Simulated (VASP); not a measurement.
A run of VASP 6.6.1 is set up as follows.

Contents of INCAR:

```
ALGO     = Normal         # electronic algorithm
EDIFF    = 1E-6           # SCF threshold, eV
ENCUT    = 520            # plane-wave cutoff, eV
ISIF     = 2              # what is computed and relaxed
ISMEAR   = -1             # smearing method
LASPH    = T              # aspherical terms in the spheres
LCHARG   = T              # write CHGCAR
LELF     = T              # ELF
LREAL    = F              # projectors in reciprocal space
LVHAR    = T            
LWAVE    = F              # write WAVECAR
NBANDS   = 15             # bands
NELM     = 60             # most SCF steps
PREC     = Accurate       # precision mode
SIGMA    = 0.1            # smearing width, eV
```

Contents of KPOINTS:

```
k-points
0
Gamma
  12 12 12
```

POSCAR

```
YSb
1.0
    0.0000000000      2.5020584392      2.5020584392
    2.5020584392      0.0000000000      2.5020584392
    2.5020584392      2.5020584392      0.0000000000
Y Sb
1 1
Direct
    0.0000000000      0.0000000000      0.0000000000
    0.2500000000      0.2500000000      0.2500000000
```

Potentials or basis: VASP PAW LDA potentials, release 64 (Y_sv, Sb).

The run is started by

```console
$ cat potpaw_LDA.64/Y_sv/POTCAR potpaw_LDA.64/Sb/POTCAR > POTCAR
$ mpirun -np 1 vasp_std > vasp.out
```

What does it give for the pressure?

208.6 GPa.

What does it give for the band gap on the k mesh?

Zero (band 8 reaches 12.75 eV, above the bottom of band 9 at 10.77 eV).

Caveat: spin-orbit coupling is left out, which moves the levels of the heavy elements.
